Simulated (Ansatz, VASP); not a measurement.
## InPd: VASP beside Ansatz

File INCAR:

```
ALGO = Normal ; EDIFF = 1E-8
ENCUT = 520 ; GGA = PE
ISIF = 2 ; ISMEAR = -1
LASPH = T ; LCHARG = F
LEFG = T ; LREAL = F
LWAVE = F ; NBANDS = 18
NELM = 80 ; PREC = Accurate
SIGMA = 0.05
```

File KPOINTS:

```
k-points
0
Gamma
  9 9 9
```

Contents of POSCAR:

```
InPd
1.0
    3.2718847800      0.0000000000      0.0000000000
    0.0000000000      3.2718847800      0.0000000000
    0.0000000000      0.0000000000      3.2718847800
In Pd
1 1
Direct
   -0.0750000000     -0.0750000000     -0.0750000000
    0.5750000000      0.5750000000      0.5750000000
```

Input for Ansatz:

```yaml
crystal:
  lattice:
    - [3.27188478, 0.0, 0.0]
    - [0.0, 3.27188478, 0.0]
    - [0.0, 0.0, 3.27188478]
  atoms:
    - { symbol: In, position: [-0.075, -0.075, -0.075] }
    - { symbol: Pd, position: [0.575, 0.575, 0.575] }
kpoints:
  mp_grid: { grid: [9, 9, 9] }
scf:
  occupations: { method: fermi_dirac, width: 0.05 }
hamiltonian:
  xc: pbe
  pseudopotentials: { kind: all_electron, datasets: crystal }
output:
  forces: true
  stress: true
  eigenvalues: true
  efg: { contact_densities: true }
```

Change from the starting cell: shortest bond scaled by 0.7, crystal datasets.

Alike in both runs: task electric field gradients; functional PBE; k mesh 9 × 9 × 9; occupations fermi-dirac, width 0.05 eV; no spin polarisation.

|  | VASP | Ansatz |
| --- | --- | --- |
| version | VASP 6.6.1 | Ansatz 0.2.0 |
| potentials or method | VASP PAW PBE potentials, release 64 (In_d, Pd), cutoff 520 eV | all-electron PAW with datasets made for the crystal, scalar-relativistic |

|  | VASP | Ansatz | Ansatz less VASP |
| --- | --- | --- | --- |
| pressure (GPa) | 59.2 | 63.0 | +3.80 |
| traceless stress, the component that is largest in VASP (GPa) | 47.09 | 51.13 | +4.034 |
| rms of the force components (eV/Å) | 9.774 | 10.535 | +0.7605 |
| size of Vzz on the site where it differs most (V/Å²) | 105.3 | 17.5 | -87.77 |

Atom by atom the forces differ by 0.760 eV/Å (rms over components). Both programs put the cell under a high pressure, so it lies far from rest at this level. Ansatz ran all-electron here, and VASP with PAW potentials.
